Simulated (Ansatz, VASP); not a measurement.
BN: VASP beside Ansatz

INCAR

```
  PREC = Accurate
  ENCUT = 520
  EDIFF = 1E-6
  ISMEAR = 0
  SIGMA = 0.1
  LREAL = F
  LASPH = T
  NELM = 60
  ALGO = Normal
  ISIF = 2
  LWAVE = F
  LCHARG = T
  LDIPOL = T
  IDIPOL = 3
  DIPOL = 0.5 0.5 0.287
  GGA = PE
  IVDW = 12
  LELF = T
  LVHAR = T
  LVACPOTAV = T
  NBANDS = 26
```

The input KPOINTS:

```
Automatic mesh
0
Gamma
  6 6 1
```

File POSCAR:

```
BN
1.0
    5.0155871223     -0.0000004800      0.0000000000
   -1.2538965727      2.1718130514      0.0000000000
    0.0000000000      0.0000000000     31.3945434400
B N
4 4
Direct
    0.0000000000      0.0000000000      0.2332495567
    0.5000000000      0.0000000000      0.2332495567
    0.3333333333      0.3333333333      0.3400984850
    0.8333333333      0.3333333333      0.3400984850
    0.3333333333      0.3333333333      0.2332005327
    0.8333333333      0.3333333333      0.2332005327
    0.0000000000      0.0000000000      0.3401475090
    0.5000000000      0.0000000000      0.3401475090
```

Input for Ansatz:

```yaml
crystal:
  lattice:
    - [5.0155871223, -4.8e-07, 0.0]
    - [-1.2538965727, 2.1718130514, 0.0]
    - [0.0, 0.0, 31.39454344]
  atoms:
    - { symbol: B, position: [0.0, 0.0, 0.2332495567] }
    - { symbol: B, position: [0.5, 0.0, 0.2332495567] }
    - { symbol: B, position: [0.3333333333, 0.3333333333, 0.340098485] }
    - { symbol: B, position: [0.8333333333, 0.3333333333, 0.340098485] }
    - { symbol: "N", position: [0.3333333333, 0.3333333333, 0.2332005327] }
    - { symbol: "N", position: [0.8333333333, 0.3333333333, 0.2332005327] }
    - { symbol: "N", position: [0.0, 0.0, 0.340147509] }
    - { symbol: "N", position: [0.5, 0.0, 0.340147509] }
  periodic: [true, true, false]
basis:
  ecutwfc: 420
kpoints:
  mp_grid: { grid: [6, 6, 1] }
hamiltonian:
  xc: pbe
  dispersion: d3bj
scf:
  occupations: { method: gaussian, width: 0.1 }
  lower_state_search: "off"
output:
  forces: true
  stress: true
  eigenvalues: true
```

Alike in both runs: task single point; functional PBE; dispersion D3(BJ); k mesh 6 × 6 × 1; occupations gaussian, width 0.1 eV; no spin polarisation.

```csv
,VASP,Ansatz
version,VASP 6.6.1,Ansatz 0.2.0
potentials or method,"VASP PAW PBE potentials, release 64 (B, N), cutoff 520 eV","scalar-relativistic, plane waves, PAW"
valence electrons in the cell,32,32
```

```tsv
	VASP	Ansatz	Ansatz less VASP
gap on the k mesh at the Fermi level (eV)	4.50	4.51	+0.007
least direct gap on the mesh (eV)	4.72	4.72	+0.002
```

The k mesh is coarse, so the values compare programs but aren't converged.
